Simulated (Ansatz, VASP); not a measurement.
**Sr in VASP and in Ansatz**

INCAR

```
SYSTEM = Sr
ALGO = Normal ; EDIFF = 1E-6
ENCUT = 500 ; GGA = CA
GGA_COMPAT = .FALSE. ; ISIF = 2
ISMEAR = 0 ; LASPH = .TRUE.
LCHARG = .FALSE. ; LREAL = .FALSE.
LWAVE = .FALSE. ; NBANDS = 11
NELM = 120 ; PREC = Accurate
SIGMA = 0.03
```

Contents of KPOINTS:

```
k-points
0
G
  9 9 9
  0 0 0
```

POSCAR

```
Sr
1.0
    0.0000000000      2.9028949114      2.9028949114
    2.9028949114      0.0000000000      2.9028949114
    2.9028949114      2.9028949114      0.0000000000
Sr
1
Direct
    0.0000000000      0.0000000000      0.0000000000
```

Input for Ansatz:

```yaml
crystal:
  lattice:
    - [0.0, 2.9028949114, 2.9028949114]
    - [2.9028949114, 0.0, 2.9028949114]
    - [2.9028949114, 2.9028949114, 0.0]
  atoms:
    - { symbol: Sr, position: [0.0, 0.0, 0.0] }
hamiltonian:
  xc: lda
  pseudopotentials:
    kind: paw
    azcp:
      Sr: "pseudopotentials/Sr.paw.azcp"
basis:
  ecutwfc: 420
  fft_grid_basis: typed
kpoints:
  mp_grid: { grid: [9, 9, 9], shift: [0, 0, 0] }
magnetization:
  spin_polarized: false
scf:
  occupations: { method: gaussian, width: 0.03 }
  lower_state_search: "off"
output:
  stress: true
```

Alike in both runs: task single point; functional LDA; k mesh 9 × 9 × 9; occupations gaussian, width 0.03 eV; no spin polarisation.

```csv
,VASP,Ansatz
version,VASP 6.6.1,Ansatz 0.2.0
potentials or method,"VASP PAW LDA potentials, release 64 (Sr_sv), cutoff 500 eV","plane waves (420 eV) with PAW, scalar-relativistic"
valence electrons in the cell,10,10
```

```csv
,VASP,Ansatz,Ansatz less VASP
pressure (GPa),0.0,0.0,0.00
```

Ansatz warns that its potentials were made for another functional, while VASP's fit it. LDA's correlation is that of Perdew and Zunger in VASP and of Perdew and Wang (1992) in Ansatz.
